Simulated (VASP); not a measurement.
Set up this calculation in VASP 6.6.1, as the native input.

| Quantity | Value |
| --- | --- |
| Task | electric field gradients |
| Functional | PBEsol |
| Potentials or basis | VASP PAW PBE potentials, release 64 (Be) |
| Cutoff | 520 eV |
| k mesh | 23 × 23 × 23 |
| Occupations | fermi-dirac, width 0.03 eV |
| Spin | no spin polarisation |
| Dipole correction | no |
| Further INCAR settings | ALGO = Normal; EDIFF = 1e-08; NBANDS = 7 |

The structure of Be lies in POSCAR:

```
Be
1.0
   -1.2656521608      1.2656521608      1.2531209513
    1.2656521608     -1.2656521608      1.2531209513
    1.2656521608      1.2656521608     -1.2531209513
Be
1
Direct
    0.0000000000      0.0000000000      0.0000000000
```

This cell differs from its parent crystal: equal xx and yy strain of +1 %.

The input as run:

INCAR

```
SYSTEM = Be
PREC = Accurate ; ENCUT = 520
EDIFF = 1E-8 ; ISMEAR = -1
SIGMA = 0.03 ; LREAL = .FALSE.
LASPH = .TRUE. ; NELM = 80
ALGO = Normal ; ISIF = 2
LWAVE = .FALSE. ; LCHARG = .FALSE.
GGA = PS ; LEFG = .TRUE.
NBANDS = 7
```

KPOINTS

```
regular mesh
0
G
  23 23 23
  0 0 0
```

Potentials or basis: VASP PAW PBE potentials, release 64 (Be).

Launch:

```console
$ cat potpaw_PBE.64/Be/POTCAR > POTCAR
$ mpirun -np 1 vasp_std > vasp.out
```

It gave:

```
Pressure               : -3.9 GPa
Band gap on the k mesh : zero (band 1 reaches 11.45 eV, above the bottom of band 2 at 6.48 eV)
```

Caveat: the cell differs from its parent crystal (equal xx and yy strain of +1 %); without QUAD_EFG the Cq values of the log hold for a quadrupole moment of 1 mb, not for the nuclei; the PAW data sets were made with another functional, which shifts forces and pressure a little.

Wall time 20 s on 1 thread of AMD EPYC 9R45 96-Core Processor (Zen 5) (shared host), peak memory 0.12 GiB.
